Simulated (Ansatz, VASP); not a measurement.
## W in VASP and in Ansatz

File INCAR:

```
PREC = Accurate
ENCUT = 520
EDIFF = 1E-6
ISMEAR = -1
SIGMA = 0.1
LREAL = False
LASPH = True
NELM = 100
ALGO = Normal
ISIF = 2
LWAVE = False
LCHARG = True
LELF = True
LVHAR = True
NBANDS = 13
```

The input KPOINTS:

```
regular mesh
0
Gamma
  11 11 11
```

File POSCAR:

```
W
1.0
   -1.5676867250      1.5676867250      1.5676867250
    1.5676867250     -1.5676867250      1.5676867250
    1.5676867250      1.5676867250     -1.5676867250
W
1
Direct
    0.0000000000      0.0000000000      0.0000000000
```

Input for Ansatz:

```yaml
crystal:
  lattice:
    - [-1.567686725, 1.567686725, 1.567686725]
    - [1.567686725, -1.567686725, 1.567686725]
    - [1.567686725, 1.567686725, -1.567686725]
  atoms:
    - { symbol: W, position: [0.0, 0.0, 0.0] }
hamiltonian:
  xc: lda
  pseudopotentials:
    kind: paw
    azcp:
      W: "pseudopotentials/W.paw.azcp"
basis:
  ecutwfc: 420
  fft_grid_basis: typed
kpoints:
  mp_grid: { grid: [11, 11, 11], shift: [0, 0, 0] }
magnetization:
  spin_polarized: false
scf:
  occupations: { method: fermi_dirac, width: 0.1 }
  lower_state_search: "off"
output:
  stress: true
  write_density: true
  write_potential: true
  elf: true
  volumetric_format: npy
```

Alike in both runs: task single point; functional LDA; k mesh 11 × 11 × 11; occupations fermi-dirac, width 0.1 eV; no spin polarisation.

|  | VASP | Ansatz |
| --- | --- | --- |
| version | VASP 6.6.1 | Ansatz 0.2.0 |
| potentials or method | VASP PAW LDA potentials, release 64 (W_sv), cutoff 520 eV | plane waves (420 eV) with PAW, scalar-relativistic |
| valence electrons in the cell | 14 | 14 |

VASP gave:

```
pressure (GPa) : 2.2
```

Task: Which values does Ansatz return?

Result: Pressure (GPa): 0.2.

Ansatz warns that its potentials were made for another functional, while VASP's fit it. LDA's correlation is that of Perdew and Zunger in VASP and of Perdew and Wang (1992) in Ansatz.

Spin-orbit coupling is off throughout.
